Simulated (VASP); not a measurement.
## Sc3Te2: relaxation of cell and atoms with PBE

The system is Sc3Te2.

```
CELL_PARAMETERS angstrom
5.32609 0.00000 0.00000
0.00000 5.32609 0.00000
0.00000 0.00000 5.32609
ATOMIC_POSITIONS crystal
Sc 0.50000 0.00000 0.00000
Sc 0.00000 0.50000 0.00000
Sc 0.00000 0.00000 0.50000
Te 0.50000 0.50000 0.50000
Te 0.00000 0.00000 0.00000
```

```yaml
Program: VASP 6.6.1
Task: relaxation of cell and atoms
Functional: PBE
Potentials_or_basis: VASP PAW PBE potentials, release 64 (Sc_sv, Te)
Cutoff: 600 eV
k_mesh: 8 × 8 × 8
Occupations: gaussian, width 0.1 eV
Spin: no spin polarisation
Dipole_correction: no
Further_INCAR_settings: ALGO = Fast; EDIFF = 1e-06; IBRION = 2; EDIFFG = -0.01; NSW = 100; ISIF = 3
```

| Property | Result |
| --- | --- |
| Relaxed volume | 30.31 Å³/atom |
| Relaxed cell | a = 5.331 Å, b = 5.331 Å, c = 5.331 Å, α = 90.00°, β = 90.00°, γ = 90.00° |
| Space group after relaxing (to 0.05 Å) | Pm-3m (No. 221) |
| Energy gained by relaxing | 0.0 meV/atom |
| Ionic steps | 3 |
| Pressure after relaxing | 0.0 GPa |

Step by step:
| step | energy change (eV) | largest force (eV/Å) | pressure (GPa) | volume (Å³) |
| --- | --- | --- | --- | --- |
| 1 | 0.0000 | 0.0000 | 0.16 | 151.09 |
| 2 | -0.0002 | 0.0000 | -0.06 | 151.75 |
| 3 | -0.0002 | 0.0000 | 0.02 | 151.55 |

Final structure:
```cif
data_structure
_symmetry_space_group_name_H-M 'P 1'
_symmetry_Int_Tables_number 1
_cell_length_a 5.3315
_cell_length_b 5.3315
_cell_length_c 5.3315
_cell_angle_alpha 90.000
_cell_angle_beta 90.000
_cell_angle_gamma 90.000
_cell_volume 151.55
loop_
_atom_site_label
_atom_site_type_symbol
_atom_site_fract_x
_atom_site_fract_y
_atom_site_fract_z
_atom_site_occupancy
Sc1 Sc 0.50000 0.00000 0.00000 1
Sc2 Sc 0.00000 0.50000 0.00000 1
Sc3 Sc 0.00000 0.00000 0.50000 1
Te1 Te 0.50000 0.50000 0.50000 1
Te2 Te 0.00000 0.00000 0.00000 1
```

Levels at points of the mesh, in eV from the Fermi level:
| k point | band 19 | band 20 | band 21 | band 22 | band 23 | band 24 | band 25 | band 26 |
| --- | --- | --- | --- | --- | --- | --- | --- | --- |
| (0.00, 0.00, 0.00) | -2.02 | -2.02 | -1.19 | -0.91 | -0.91 | -0.91 | -0.82 | -0.82 |
| (0.50, 0.00, 0.00) | -2.80 | -2.80 | -0.71 | -0.12 | -0.02 | 0.39 | 0.39 | 0.56 |
| (0.50, 0.50, 0.00) | -3.09 | -2.74 | -0.20 | -0.20 | 0.32 | 0.33 | 0.50 | 0.50 |
| (0.50, 0.50, 0.50) | -3.37 | -3.37 | 0.09 | 0.09 | 0.09 | 0.48 | 0.53 | 0.53 |

It took 11 min on 1 thread of Oxide Virtual Turin-like Processor, with other jobs on the host, peak memory 0.41 GiB.

Caveat: spin-orbit coupling is left out, which moves the levels of the heavy elements.
